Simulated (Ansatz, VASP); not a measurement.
**HfS2: VASP beside Ansatz**

Contents of INCAR:

```
SYSTEM = HfS2
PREC     = Accurate       ! precision mode
ENCUT    = 500            ! plane-wave cutoff, eV
EDIFF    = 1E-7           ! SCF threshold, eV
ISMEAR   = 0              ! smearing method
SIGMA    = 0.02           ! smearing width, eV
LREAL    = .FALSE.        ! projectors in reciprocal space
LASPH    = .TRUE.         ! aspherical terms in the spheres
NELM     = 120            ! most SCF steps
ALGO     = Normal         ! electronic algorithm
ISIF     = 3              ! what is computed and relaxed
LWAVE    = .FALSE.        ! write WAVECAR
LCHARG   = .FALSE.        ! write CHGCAR
GGA      = PS             ! functional
IVDW     = 12             ! dispersion correction
IBRION   = 2              ! ionic algorithm
NSW      = 100            ! ionic steps
EDIFFG   = -0.005         ! ionic threshold
GGA_COMPAT= .FALSE.      
NELMIN   = 4
```

File KPOINTS:

```
regular mesh
0
G
  12 12 6
  0 0 0
```

POSCAR

```
HfS2
1.0
    3.5473188598      0.0000000000      0.0000000000
   -1.7736594299      3.0720682479      0.0000000000
    0.0000000000      0.0000000000      5.5779095738
Hf S
1 2
Direct
    0.0000000000      0.0000000000      0.0000000000
    0.6666666667      0.3333333333      0.7381210769
    0.3333333333      0.6666666667      0.2618789231
```

Input for Ansatz:

```yaml
crystal:
  lattice:
    - [3.5473188598, 0.0, 0.0]
    - [-1.7736594299, 3.0720682479, 0.0]
    - [0.0, 0.0, 5.5779095738]
  atoms:
    - { symbol: Hf, position: [0.0, 0.0, 0.0] }
    - { symbol: S, position: [0.6666666667, 0.3333333333, 0.7381210769] }
    - { symbol: S, position: [0.3333333333, 0.6666666667, 0.2618789231] }
basis:
  ecutwfc: 420
kpoints:
  mp_grid: { grid: [12, 12, 6] }
hamiltonian:
  xc: pbesol
  dispersion: d3bj
scf:
  occupations: { method: gaussian, width: 0.02 }
output:
  forces: true
  stress: true
  eigenvalues: true
  write_density: true
  write_potential: true
  elf: true
  volumetric_format: npy
relax:
  adjacent_minimum: "off"
  f_tol: 0.005
  max_steps: 80
  cell: { stress_tol: 0.05 }
```

Alike in both runs: task relaxation of cell and atoms; functional PBEsol; dispersion D3(BJ); k mesh 12 × 12 × 6; occupations gaussian, width 0.02 eV; no spin polarisation.

|  | VASP | Ansatz |
| --- | --- | --- |
| version | VASP 6.6.1 | Ansatz 0.2.0 |
| potentials or method | VASP PAW PBE potentials, release 64 (Hf_pv, S), cutoff 500 eV | scalar-relativistic, plane waves, PAW |
| valence electrons in the cell | 22 | 38 |

|  | VASP | Ansatz | Ansatz less VASP |
| --- | --- | --- | --- |
| gap on the k mesh at the Fermi level, each at its own relaxed structure (eV) | 0.48 | 0.45 | -0.030 |
| relaxed volume (Å³/atom) | 20.19 | 20.26 | +0.069 |
| relaxed length of the cell vector where the two differ most in proportion (Å) | 3.543 | 3.547 | +0.0041 |

VASP's potentials were made for PBE, not for PBEsol. VASP's potentials hold 22 valence electrons a cell and Ansatz's 38, so a difference there can come from the potentials and not from the codes.

Neither program's run includes spin-orbit coupling.
